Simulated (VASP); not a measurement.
A run of VASP 6.6.1 is set up as follows.

Contents of POSCAR:

```
BaTe
1.0
    0.0000000000      3.0826256485      3.0826256485
    3.0826256485      0.0000000000      3.0826256485
    3.0826256485      3.0826256485      0.0000000000
Ba Te
1 1
Direct
    0.0000000000      0.0000000000      0.0000000000
    0.5000000000      0.5000000000      0.5000000000
```

Contents of INCAR.step1:

```
SYSTEM = BaTe
PREC = Accurate
ENCUT = 520
ISMEAR = 0
SIGMA = 0.02
LREAL = .FALSE.
LASPH = .TRUE.
NELM = 60
NBANDS = 15
GGA = PE
ALGO = Normal
EDIFF = 1E-4
LWAVE = .TRUE.
LCHARG = .FALSE.
```

Contents of INCAR.step2:

```
SYSTEM = BaTe
PREC = Accurate
ENCUT = 520
EDIFF = 1E-6
ISMEAR = 0
SIGMA = 0.02
LREAL = .FALSE.
LASPH = .TRUE.
NELM = 60
ALGO = Normal
ISIF = 2
LWAVE = .FALSE.
LCHARG = .FALSE.
METAGGA = R2SCAN
LMIXTAU = .TRUE.
NBANDS = 15
ISTART = 1
```

Contents of KPOINTS:

```
regular mesh
0
G
  8 8 8
  0 0 0
```

Potentials or basis: VASP PAW PBE potentials, release 64 (Ba_sv, Te).

Launch:

```bash
$ cat potpaw_PBE.64/Ba_sv/POTCAR potpaw_PBE.64/Te/POTCAR > POTCAR
$ cp INCAR.step1 INCAR
$ mpirun -np 1 vasp_std > vasp.out
$ cp INCAR.step2 INCAR
$ mpirun -np 1 vasp_std > vasp.out
```

Task: Predict the band gap on the k mesh.

Result: 0.57 eV, indirect (least direct gap 0.77 eV).

Task: Predict the pressure.

Result: 31.3 GPa.

Caveat: the PAW data sets were made with another functional, which shifts forces and pressure a little; spin-orbit coupling is left out, which moves the levels of the heavy elements. r2SCAN opens gaps a little over a GGA but as a rule still falls short of measured ones.
